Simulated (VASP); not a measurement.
Write the native input for VASP 6.6.1 that does the following.

- Task: electric field gradients
- Functional: LDA
- Potentials or basis: VASP PAW LDA potentials, release 64 (Zr_sv)
- Cutoff: 520 eV
- k mesh: 16 × 16 × 16
- Occupations: fermi-dirac, width 0.03 eV
- Spin: no spin polarisation
- Dipole correction: no
- Further INCAR settings: ALGO = Normal; EDIFF = 1e-08; NBANDS = 12

The structure of Zr lies in POSCAR:

```
Zr
1.0
   -1.7730508568      1.7730508568      1.7730508568
    1.7730508568     -1.7730508568      1.7730508568
    1.7730508568      1.7730508568     -1.7730508568
Zr
1
Direct
    0.0000000000      0.0000000000      0.0000000000
```

This cell differs from its parent crystal: volume scaled by 0.94.

These files were run (other wordings do the same):

INCAR

```
SYSTEM = Zr
  PREC = Accurate
  ENCUT = 520
  EDIFF = 1E-8
  ISMEAR = -1
  SIGMA = 0.03
  LREAL = .FALSE.
  LASPH = .TRUE.
  NELM = 60
  ALGO = Normal
  ISIF = 2
  LWAVE = .FALSE.
  LCHARG = .FALSE.
  LEFG = .TRUE.
  NBANDS = 12
```

KPOINTS

```
Automatic mesh
0
G
  16 16 16
  0 0 0
```

Potentials or basis: VASP PAW LDA potentials, release 64 (Zr_sv).

Launch:

```sh
$ cat potpaw_LDA.64/Zr_sv/POTCAR > POTCAR
$ mpirun -np 1 vasp_std > vasp.out
```

It gave:

```yaml
Pressure: -4.9 GPa
Band_gap_on_the_k_mesh: zero (band 6 reaches 10.10 eV, above the bottom of band 7 at 8.22 eV)
```

Caveat: without QUAD_EFG the Cq values of the log hold for a quadrupole moment of 1 mb, not for the nuclei.

It took 13 s on 1 thread of Intel(R) Xeon(R) Platinum 8488C (Sapphire Rapids), on a shared host, peak memory 0.15 GiB.
